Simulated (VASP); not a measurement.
TiB2, 3 atoms in the cell. Symmetry: P6/mmm, No. 191, hexagonal system. The conventional cell has a = 2.482 Å, b = 2.482 Å, c = 2.645 Å, α = 90.00°, β = 90.00°, γ = 120.00°. Ti (site symmetry 6/mmm) has 12 B at 1.95 Å and 8 Ti at 2.48 to 2.65 Å within 2.7 Å. Within 2.0 Å of B (site symmetry -6m2) lie 3 B at 1.43 Å and 6 Ti at 1.95 Å. 

```yaml
Program: VASP 6.6.1
Task: relaxation of shape and atoms at fixed volume
Functional: PBEsol
Potentials_or_basis: VASP PAW PBE potentials, release 64 (Ti_sv, B)
Cutoff: 600 eV
k_mesh: 14 × 14 × 11
Occupations: fermi-dirac, width 0.05 eV
Spin: no spin polarisation
Dipole_correction: no
Further_INCAR_settings: ALGO = Normal; EDIFF = 1e-06; IBRION = 2; EDIFFG = -0.01; NSW = 50; ISIF = 4
```

Potentials or basis: VASP PAW PBE potentials, release 64 (Ti_sv, B).

Launch:

```console
$ cat potpaw_PBE.64/Ti_sv/POTCAR potpaw_PBE.64/B/POTCAR > POTCAR
$ mpirun -np 1 vasp_std > vasp.out
```

Hardware: 1 thread of Intel Xeon 8259CL (shared host).

Q: How long does it take, and how much memory?

A: Run time: 89 s on 1 thread of Intel Xeon 8259CL (shared host), peak memory 0.16 GiB. Counts: scf iterations 33, k points 144, ion steps 4.
